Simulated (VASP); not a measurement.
Runs of VASP 6.6.1 on RbIr. The structure is that of space group Fd-3m (No. 227), or close to it. The cells are those of the table. 

```csv
task,cell,k mesh,gap on the mesh (eV),pressure (GPa),relaxed volume (Å³/atom)
relaxation of cell and atoms,"relaxed from a = 5.491 Å, angles 60.0°, 4 atoms",4 × 4 × 4,none,-0.1,(b)
single point,"a = 5.491 Å, angles 60.0°, 4 atoms",4 × 4 × 4,none,-5.3,-
single point,"a = 5.159 Å, angles 60.0°, 4 atoms",4 × 4 × 4,none,0.1,-
relaxation of cell and atoms,"relaxed from a = 5.159 Å, angles 60.0°, 4 atoms",12 × 12 × 12,none,0.0,24.32
single point,"a = 5.154 Å, angles 60.0°, 4 atoms",12 × 12 × 12,none,(a),-
```

Alike in all rows: level PBE; potentials or basis VASP PAW PBE potentials, release 64 (Rb_sv, Ir); no spin polarisation; cutoff (eV) 500; smearing gaussian 0.1 eV.

Q: Estimate the missing entries.

A: (a) 0.2; (b) 24.40.

Caveats: some runs use coarse meshes; spin-orbit coupling is left out, which moves the levels of the heavy elements; the volume moved by over 15 % at a fixed basis, so the end points are rough (at least some runs); the cell stands under tension (at least some runs).

A k mesh can miss the band edges, and the runs leave out spin-orbit coupling on Ir, Rb.

A gap of «none» marks levels without a gap at the run's occupations.
